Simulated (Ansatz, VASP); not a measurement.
## One calculation of Pd2S, two programs

```
Pd S
1.0
     3.72083    0.00000    0.00000
     0.00000    6.64302    0.00000
     0.00000    0.00000    3.95205
Pd S
4 2
Direct
  0.27374 0.32975 0.00000
  0.72626 0.67025 0.00000
  0.77374 0.17025 0.50000
  0.22626 0.82975 0.50000
  0.00000 0.00000 0.00000
  0.50000 0.50000 0.50000
```

Alike in both runs: task relaxation of cell and atoms; functional PBE; k mesh 6 × 4 × 4; occupations gaussian, width 0.1 eV; no spin polarisation.

```csv
,VASP,Ansatz
version,VASP 6.6.1,Ansatz 0.2.0
potentials or method,"VASP PAW PBE potentials, release 64 (Pd, S), cutoff 600 eV","scalar-relativistic, plane waves, PAW"
valence electrons in the cell,52,84
```

Ansatz gave:

* gap on the k mesh at the Fermi level, each at its own relaxed structure (eV): none
* relaxed volume (Å³/atom): 16.28
* relaxed length of the cell vector where the two differ most in proportion (Å): 6.619

Question: Estimate VASP's values.

Answer: gap on the k mesh at the Fermi level, each at its own relaxed structure (eV): none; relaxed volume (Å³/atom): 16.26; relaxed length of the cell vector where the two differ most in proportion (Å): 6.604.

A gap of «none» marks a metal or a gap that the smearing closes. VASP's potentials hold 52 valence electrons a cell and Ansatz's 84, so a difference there can come from the potentials and not from the codes.

The k mesh is coarse, so the values compare programs but aren't converged.
